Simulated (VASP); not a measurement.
Here is a VASP 6.6.1 calculation.

File INCAR:

```
SYSTEM = Ga
ALGO = Normal
EDIFF = 1E-6
ENCUT = 520
ISIF = 2
ISMEAR = 1
LASPH = .True.
LCHARG = .False.
LREAL = .False.
LWAVE = .False.
NBANDS = 34
NELM = 80
PREC = Accurate
SIGMA = 0.6
```

Contents of KPOINTS:

```
k-points
0
Gamma
  8 8 7
  0 0 0
```

File POSCAR:

```
Ga
1.0
    2.2178908173     -3.7419137528      0.0000000000
    2.2178908173      3.7419137528      0.0000000000
    0.0000000000      0.0000000000      4.4249628129
Ga
4
Direct
    0.8443628362      0.1556371638      0.0859373133
    0.6556371638      0.3443628362      0.5859373133
    0.1556371638      0.8443628362      0.9140626867
    0.3443628362      0.6556371638      0.4140626867
```

Potentials or basis: VASP PAW LDA potentials, release 64 (Ga_d).

Run with:

```bash
$ cat potpaw_LDA.64/Ga_d/POTCAR > POTCAR
$ mpirun -np 1 vasp_std > vasp.out
```

Problem. Predict the pressure.

Solution. 0.1 GPa.

Problem. Estimate the largest force.

Solution. 0.003 eV/Å.

Problem. What does it give for the band gap on the k mesh?

Solution. Zero (bands 26 and 27 overlap by 1.05 eV).

Forces on the atoms (eV/Å):
```
Ga   0.000  0.002 -0.002
Ga   0.000 -0.002 -0.002
Ga   0.000 -0.002  0.002
Ga   0.000  0.002  0.002
```

Caveat: so wide a smearing shifts energies and pressures.
